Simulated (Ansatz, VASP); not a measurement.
# Two plane-wave programs on Ta

```
Ta
1.0
    -1.68469    1.68469    1.68469
     1.68469   -1.68469    1.68469
     1.68469    1.68469   -1.68469
Ta
1
Direct
  0.00000 0.00000 0.00000
```

Alike in both runs: task single point; functional r2SCAN; k mesh 18 × 18 × 18; occupations gaussian, width 0.1 eV; no spin polarisation.

```csv
,VASP,Ansatz
version,VASP 6.6.1,Ansatz 0.2.0
potentials or method,"VASP PAW PBE potentials, release 64 (Ta_pv), cutoff 520 eV","scalar-relativistic, plane waves, PAW"
valence electrons in the cell,11,13
```

|  | VASP | Ansatz | Ansatz less VASP |
| --- | --- | --- | --- |
| gap on the k mesh at the Fermi level (eV) | none | none | - |
| pressure (GPa) | -10.1 | -10.6 | -0.47 |

VASP's potentials were made for PBE, not for r2SCAN. A gap of «none» marks a metal or a gap that the smearing closes. VASP's potentials hold 11 valence electrons a cell and Ansatz's 13, so a difference there can come from the potentials and not from the codes.

Neither program's run includes spin-orbit coupling.
